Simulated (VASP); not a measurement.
# SrO in VASP: a series of runs, part 2 of 2

VASP 6.6.1.

## 4. Single point, PBE (strain along [111] -1.7%)

Input file INCAR:

```
PREC = Accurate
ENCUT = 520
EDIFF = 1E-6
ISMEAR = -1
SIGMA = 0.02
LREAL = F
LASPH = T
NELM = 80
ALGO = Normal
ISIF = 2
LWAVE = F
LCHARG = T
GGA = PE
LELF = T
LVHAR = T
NBANDS = 15
```

Input file KPOINTS:

```
Automatic mesh
0
Gamma
  8 8 8
```

Input file POSCAR:

```
SrO
1.0
   -0.0285508084      2.5513415182      2.5513415182
    2.5513415182     -0.0285508084      2.5513415182
    2.5513415182      2.5513415182     -0.0285508084
Sr O
1 1
Direct
    0.0000000000      0.0000000000      0.0000000000
    0.5000000000      0.5000000000      0.5000000000
```

Potentials or basis: VASP PAW PBE potentials, release 64 (Sr_sv, O).

Launch:

```
$ cat potpaw_PBE.64/Sr_sv/POTCAR potpaw_PBE.64/O/POTCAR > POTCAR
$ mpirun -np 1 vasp_std > vasp.out
```

OUTCAR:

```text
PREC = Accurate
   ENCUT = 520
   EDIFF = 1E-6
   ISMEAR = -1
   LREAL = F
   LASPH = T
   NELM = 80
   ISIF = 2
   GGA = PE

 ion  position               nearest neighbor table
   1  0.000  0.000  0.000-   2 2.57   2 2.57   2 2.57   2 2.57   2 2.57   2 2.57
   2  0.500  0.500  0.500-   1 2.57   1 2.57   1 2.57   1 2.57   1 2.57   1 2.57

  LATTYP: Found a trigonal (rhomboedric) cell.
 ALAT       =     3.6082547351
 COS(alpha) =     0.4887788874

  Lattice vectors:

 A1 = (  -0.0285508084,   2.5513415182,   2.5513415182)
 A2 = (   2.5513415182,  -0.0285508084,   2.5513415182)
 A3 = (   2.5513415182,   2.5513415182,  -0.0285508084)

Analysis of symmetry for initial positions (statically):
=====================================================================
 Subroutine PRICEL returns:
 Original cell was already a primitive cell.

 Routine SETGRP: Setting up the symmetry group for a
 trigonal (rhombohedral) supercell.

 Subroutine GETGRP returns: Found 12 space group operations
 (whereof 12 operations were pure point group operations)
 out of a pool of 12 trial point group operations.

The static configuration has the point symmetry D_3d.

Analysis of symmetry for dynamics (positions and initial velocities):
=====================================================================
 Subroutine PRICEL returns:
 Original cell was already a primitive cell.

 Routine SETGRP: Setting up the symmetry group for a
 trigonal (rhombohedral) supercell.

 Subroutine GETGRP returns: Found 12 space group operations
 (whereof 12 operations were pure point group operations)
 out of a pool of 12 trial point group operations.

The dynamic configuration has the point symmetry D_3d.

 Subroutine INISYM returns: Found 12 space group operations
 (whereof 12 operations are pure point group operations),
 and found     1 'primitive' translations

----------------------------------------------------------------------------------------
[... 121 lines left out ...]
   IVDW    =     0    specifies the selected vdW correction
   LEPSILON=     F    determine dielectric tensor
   LRPA    =     F    only Hartree local field effects (RPA)
 non-spin polarized calculation
  energy-cutoff  :      520.00
  volume of cell :       33.77
 maximum number of plane-waves:       926
   NGX = 13   NGY = 13   NGZ = 13

 number of electron      15.9999997 magnetization

 Free energy of the ion-electron system (eV)
  ---------------------------------------------------
  ext. energy  EPLUGINS =         0.00000000
  ---------------------------------------------------
  free energy    TOTEN  =       -12.03418682 eV

  energy without entropy =      -12.03418682  energy(sigma->0) =      -12.03418682

 E-fermi :   2.1386     XC(G=0): -10.0569

 val. band max:        1.7183018885   @ k =   0.0000   0.0000   0.0000
 cond. band min:       4.9540842405   @ k =   0.5000   0.5000   0.0000
 fundamental gap:      3.2357823520
 Fermi energy:         2.1385973106

 k-point     1 :       0.0000    0.0000    0.0000
  band No.  band energies     occupation
      1     -30.6749      2.00000
      2     -13.4042      2.00000
      3     -12.3087      2.00000
      4     -12.3087      2.00000
      5     -12.2996      2.00000
      6       1.6834      2.00000
      7       1.6834      2.00000
      8       1.7183      2.00000
      9       5.7204      0.00000
     10       7.8458      0.00000
     11       7.8458      0.00000
     12       8.0628      0.00000
     13      10.1029      0.00000
     14      10.1029      0.00000
[... 401 lines left out ...]
      2     -14.5057      2.00000
      3     -12.5076      2.00000
      4     -12.3361      2.00000
      5     -11.4191      2.00000
      6       0.0998      2.00000
      7       0.7368      2.00000
      8       1.2603      2.00000
      9       7.5731      0.00000
     10       8.4538      0.00000
     11       9.1793      0.00000
     12      10.2063      0.00000
     13      12.0371      0.00000
     14      12.3688      0.00000
     15      17.9612      0.00000

 [... further k-points ...]

------------------------ aborting loop because EDIFF is reached ----------------------------------------

  FORCE on cell =-STRESS in cart. coord.  units (eV):
  Direction    XX          YY          ZZ          XY          YZ          ZX
  --------------------------------------------------------------------------------------
  -------------------------------------------------------------------------------------
  Total        0.8438646      0.8438646      0.8438646      0.1228844      0.1228844      0.1228844
  in kB       40.0330259     40.0330259     40.0330259      5.8296512      5.8296512      5.8296512
  external PRESSURE =      40.0330259 kB  Pullay stress =       0.0000000 kB

 VOLUME and BASIS-vectors are now :
 -----------------------------------------------------------------------------
  energy-cutoff  :      520.00
  volume of cell :       33.77
      direct lattice vectors                 reciprocal lattice vectors
    -0.028550808  2.551341518  2.551341518    -0.192716039  0.194897036  0.194897036
     2.551341518 -0.028550808  2.551341518     0.194897036 -0.192716039  0.194897036
     2.551341518  2.551341518 -0.028550808     0.194897036  0.194897036 -0.192716039

 POSITION                                       TOTAL-FORCE (eV/Angst)
 -----------------------------------------------------------------------------------
      0.00000      0.00000      0.00000         0.000000     -0.000000     -0.000000
      2.53707      2.53707      2.53707        -0.000000      0.000000      0.000000
 -----------------------------------------------------------------------------------
    total drift:                                0.000000      0.000000      0.000000

  FREE ENERGIE OF THE ION-ELECTRON SYSTEM (eV)
  ---------------------------------------------------
  free  energy   TOTEN  =       -12.0341868159 eV

  energy  without entropy=      -12.0341868159  energy(sigma->0) =      -12.03418682
```

OSZICAR:

```text
N       E                     dE             d eps       ncg     rms          rms(c)
DAV:   1     0.695972092644E+02    0.69597E+02   -0.85290E+03  1950   0.104E+03
DAV:   2    -0.110224988425E+02   -0.80620E+02   -0.73776E+02  2692   0.221E+02
DAV:   3    -0.141716042213E+02   -0.31491E+01   -0.31324E+01  2522   0.394E+01
DAV:   4    -0.142371709257E+02   -0.65567E-01   -0.65560E-01  2410   0.553E+00
DAV:   5    -0.142386047181E+02   -0.14338E-02   -0.14338E-02  2489   0.618E-01    0.167E+01
DAV:   6    -0.121798759488E+02    0.20587E+01   -0.66342E+00  1985   0.195E+01    0.196E+01
DAV:   7    -0.120428950346E+02    0.13698E+00   -0.29052E-01  2314   0.481E+00    0.114E+01
DAV:   8    -0.120321283050E+02    0.10767E-01   -0.11707E-01  2531   0.341E+00    0.457E-01
DAV:   9    -0.120335663538E+02   -0.14380E-02   -0.56619E-03  2478   0.478E-01    0.232E-01
DAV:  10    -0.120340303780E+02   -0.46402E-03   -0.44487E-04  2153   0.196E-01    0.829E-02
DAV:  11    -0.120341688922E+02   -0.13851E-03   -0.13541E-04  2153   0.862E-02    0.268E-02
DAV:  12    -0.120341867144E+02   -0.17822E-04   -0.27054E-05  2118   0.382E-02    0.207E-02
DAV:  13    -0.120341868159E+02   -0.10144E-06   -0.13155E-06  1920   0.102E-02
   1 F= -.12034187E+02 E0= -.12034187E+02  d E =-.206418E-11
```

Run time: 38 s. Hardware: 1 thread of Intel Xeon Platinum 8259CL at 2.50GHz (Skylake/Cascade Lake), shared host; peak memory 0.18 GiB.

Results:

* Free energy: -12.0342 eV
* Pressure: 4.0 GPa
* Band gap on the k mesh: 3.24 eV (least direct gap 3.33 eV)

Caveat: the cell differs from its parent crystal (strain along [111] -1.7%); the cell stands under pressure. A k mesh can miss the band edges.

## 5. Single point, r2SCAN (strain along [111] -1.7%)

POSCAR is that of step 4.

Input file INCAR.step1:

```
  PREC = Accurate
  ENCUT = 520
  ISMEAR = 0
  SIGMA = 0.01
  LREAL = F
  LASPH = T
  NELM = 100
  NBANDS = 15
  GGA = PE
  ALGO = Normal
  EDIFF = 1E-4
  LWAVE = T
  LCHARG = F
```

Input file INCAR.step2:

```
  PREC = Accurate
  ENCUT = 520
  EDIFF = 1E-6
  ISMEAR = 0
  SIGMA = 0.01
  LREAL = F
  LASPH = T
  NELM = 100
  ALGO = Normal
  ISIF = 2
  LWAVE = F
  LCHARG = F
  METAGGA = R2SCAN
  LMIXTAU = T
  NBANDS = 15
  ISTART = 1
```

Input file KPOINTS:

```
regular mesh
0
Gamma
  8 8 8
```

Launch:

```
$ cat potpaw_PBE.64/Sr_sv/POTCAR potpaw_PBE.64/O/POTCAR > POTCAR
$ cp INCAR.step1 INCAR
$ mpirun -np 1 vasp_std > vasp.out
$ cp INCAR.step2 INCAR
$ mpirun -np 1 vasp_std > vasp.out
```

Run time: 2.2 min. Hardware: 1 thread of Intel Xeon Platinum 8259CL at 2.50GHz (Skylake/Cascade Lake), shared host; peak memory 0.19 GiB.

The run converged. Its results:

```yaml
Free_energy: -27.0483 eV
Pressure: 2.2 GPa
Band_gap_on_the_k_mesh: 3.71 eV (least direct gap 3.81 eV)
```

Stress tensor (GPa, compression positive):
```
2.16 0.59 0.59
0.59 2.16 0.59
0.59 0.59 2.16
```

Levels at points of the mesh, in eV from the valence-band top:
```csv
k point,band 6,band 7,band 8,band 9,band 10,band 11
"(0.00, 0.00, 0.00)",-0.04,-0.04,0.00,4.68,6.69,6.69
"(0.50, 0.00, 0.00)",-2.15,-1.19,-1.11,7.10,9.10,9.36
"(0.50, 0.50, 0.00)",-0.44,-0.12,-0.09,3.71,8.54,10.93
"(0.50, 0.50, 0.50)",-2.16,-1.22,-1.22,7.15,9.14,9.58
```

Caveat: the cell differs from its parent crystal (strain along [111] -1.7%); the PAW data sets were made with another functional, which shifts forces and pressure a little.

## 6. The runs side by side

| level | cell | smearing | gap on the mesh (eV) | pressure (GPa) |
| --- | --- | --- | --- | --- |
| PBE | a = 3.626 Å, angles 60.0°, 2 atoms | fermi-dirac 0.02 eV | 3.26 | 4.2 |
| r2SCAN | a = 3.626 Å, angles 60.0°, 2 atoms | gaussian 0.01 eV | 3.74 | 2.4 |
| PBE | a = 3.608 Å, angles 60.7°, 2 atoms | fermi-dirac 0.02 eV | 3.24 | 4.0 |
| r2SCAN | a = 3.608 Å, angles 60.7°, 2 atoms | gaussian 0.01 eV | 3.71 | 2.2 |

Alike in all rows: task single point; potentials or basis VASP PAW PBE potentials, release 64 (Sr_sv, O); no spin polarisation; k mesh 8 × 8 × 8; cutoff (eV) 520.

Caveats: the cell stands under pressure (at least some runs); the PAW data sets were made with another functional, which shifts forces and pressure a little (at least some runs).

Total energies depend on the potentials used, so only differences within one code and one set of settings carry meaning.
